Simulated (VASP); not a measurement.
The system is GePO4.

```
P Ge O
1.0
     0.00000    4.67610    0.00000
     4.67610    0.00000    0.00000
     2.33805    2.33805   -3.56424
P Ge O
1 1 4
Direct
  0.00000 0.00000 0.00000
  0.75000 0.25000 0.50000
  0.40000 0.30000 0.72000
  0.70000 0.12000 0.28000
  0.88000 0.98000 0.72000
  0.02000 0.60000 0.28000
```

Base run:

```yaml
Program: VASP 6.6.1
Functional: r2SCAN
Potentials_or_basis: VASP PAW PBE potentials, release 64 (P, Ge_d, O)
Cutoff: 660 eV
k_mesh: 5 × 5 × 5
Occupations: gaussian, width 0.0471 eV
Spin: no spin polarisation
```

Its results: pressure 41.0 GPa; largest force 10.923 eV/Å.

The run is repeated on the same cell with these changes: spin from no spin polarisation to collinear spin, ferromagnetic start; further incar settings from ALGO = Normal; EDIFF = 1e-06; NBANDS = 30 to ALGO = Normal; EDIFF = 1e-06; NBANDS = 34. What comes out?

Pressure 41.3 GPa; net moment 0.90 μB per cell; site moments P +0.24; Ge +0.04; O +0.12 μB; largest force 10.693 eV/Å.

Caveats: the cell stands under pressure; the PAW data sets were made with another functional, which shifts forces and pressure a little; an odd number of electrons without spin polarisation forces a metal (at least some runs); a magnetic or distorted state may lie lower (at least some runs).
